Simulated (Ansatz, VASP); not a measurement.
**Two plane-wave programs on ZnCu2SnS4**

```xyz
8
Lattice="-2.7351 2.7351 5.4608 2.7351 -2.7351 5.4608 2.7351 2.7351 -5.4608" Properties=species:S:1:pos:R:3 pbc="T T T"
Cu    0.0000    0.0000    0.0000
Cu    0.0000    2.7351    2.7304
Zn    2.7351    0.0000    2.7304
Sn    0.0000    0.0000    5.4608
S     4.1366    1.3315    1.4003
S     1.3315    1.3336   -1.4003
S    -1.4015    1.4037    6.8610
S     1.4037    1.4015    4.0605
```

Alike in both runs: task single point; functional RPBE; k mesh 5 × 5 × 5; collinear spin; Hubbard terms Cu d U = 2.79 eV.

|  | VASP | Ansatz |
| --- | --- | --- |
| version | VASP 6.6.1 | Ansatz 0.2.0 |
| potentials or method | VASP PAW PBE potentials, release 64 (Cu, Zn, Sn_d, S), cutoff 520 eV | PAW plane waves |
| occupations | methfessel-paxton of order 1, width 0.0594 eV | cold, width 0.0594 eV |
| valence electrons in the cell | 72 | 88 |

Ansatz gave:

| Item | Value |
| --- | --- |
| gap on the k mesh at the Fermi level (eV) | 0.67 |
| pressure (GPa) | 3.3 |
| traceless stress, the component that is largest in VASP (GPa) | -0.07 |
| rms of the force components (eV/Å) | 0.116 |

Q: What did VASP give for the same quantities?

A: gap on the k mesh at the Fermi level (eV): 0.58; pressure (GPa): 3.1; traceless stress, the component that is largest in VASP (GPa): -0.10; rms of the force components (eV/Å): 0.140.

VASP's potentials were made for PBE, not for RPBE. The programs project onto different local orbitals, so the same U acts differently, and such runs can settle in different states. Atom by atom the forces differ by 0.027 eV/Å (rms over components). VASP's potentials hold 72 valence electrons a cell and Ansatz's 88, so a difference there can come from the potentials and not from the codes. Ansatz's warnings: no starting moments, stability check not made.
